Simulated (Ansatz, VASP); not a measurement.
**SnSe2: VASP beside Ansatz**

INCAR

```
PREC = Accurate
ENCUT = 520
EDIFF = 1E-6
ISMEAR = 0
SIGMA = 0.03
LREAL = F
LASPH = T
NELM = 80
ALGO = Normal
ISIF = 2
LWAVE = F
LCHARG = F
GGA = PE
IVDW = 12
NBANDS = 20
```

File KPOINTS:

```
regular mesh
0
Gamma
  12 12 6
```

Contents of POSCAR:

```
SnSe2
1.0
    3.8390485956      0.0000000000      0.0000000000
   -1.9195242978      3.3247136102      0.0000000000
    0.0000000000      0.0000000000      6.0116311105
Sn Se
1 2
Direct
    0.0000000000      0.0000000000      0.0083172103
    0.3333333333      0.6666666667      0.2589017390
    0.6666666667      0.3333333333      0.7285957470
```

Input for Ansatz:

```yaml
crystal:
  lattice:
    - [3.8390485956, 0.0, 0.0]
    - [-1.9195242978, 3.3247136102, 0.0]
    - [0.0, 0.0, 6.0116311105]
  atoms:
    - { symbol: Sn, position: [0.0, 0.0, 0.0083172103] }
    - { symbol: Se, position: [0.3333333333, 0.6666666667, 0.258901739] }
    - { symbol: Se, position: [0.6666666667, 0.3333333333, 0.728595747] }
basis:
  ecutwfc: 420
kpoints:
  mp_grid: { grid: [12, 12, 6] }
hamiltonian:
  xc: pbe
  dispersion: d3bj
scf:
  occupations: { method: gaussian, width: 0.03 }
output:
  forces: true
  stress: true
  eigenvalues: true
```

Change from the starting cell: mode 9 (240.0 1/cm) frozen in, largest displacement +0.050 Å.

Alike in both runs: task single point; functional PBE; dispersion D3(BJ); k mesh 12 × 12 × 6; occupations gaussian, width 0.03 eV; no spin polarisation.

|  | VASP | Ansatz |
| --- | --- | --- |
| version | VASP 6.6.1 | Ansatz 0.2.0 |
| potentials or method | VASP PAW PBE potentials, release 64 (Sn_d, Se), cutoff 520 eV | scalar-relativistic, plane waves, PAW |
| valence electrons in the cell | 26 | 46 |

Ansatz gave:

- gap on the k mesh at the Fermi level (eV): 0.32
- least direct gap on the mesh (eV): 0.78
- pressure (GPa): 0.2
- traceless stress, the component that is largest in VASP (GPa): -0.26
- rms of the force components (eV/Å): 0.511

Task: Estimate VASP's values.

Result: gap on the k mesh at the Fermi level (eV): 0.32; least direct gap on the mesh (eV): 0.77; pressure (GPa): 0.3; traceless stress, the component that is largest in VASP (GPa): -0.25; rms of the force components (eV/Å): 0.515.

Atom by atom the forces differ by 0.007 eV/Å (rms over components). VASP's potentials hold 26 valence electrons a cell and Ansatz's 46, so a difference there can come from the potentials and not from the codes.
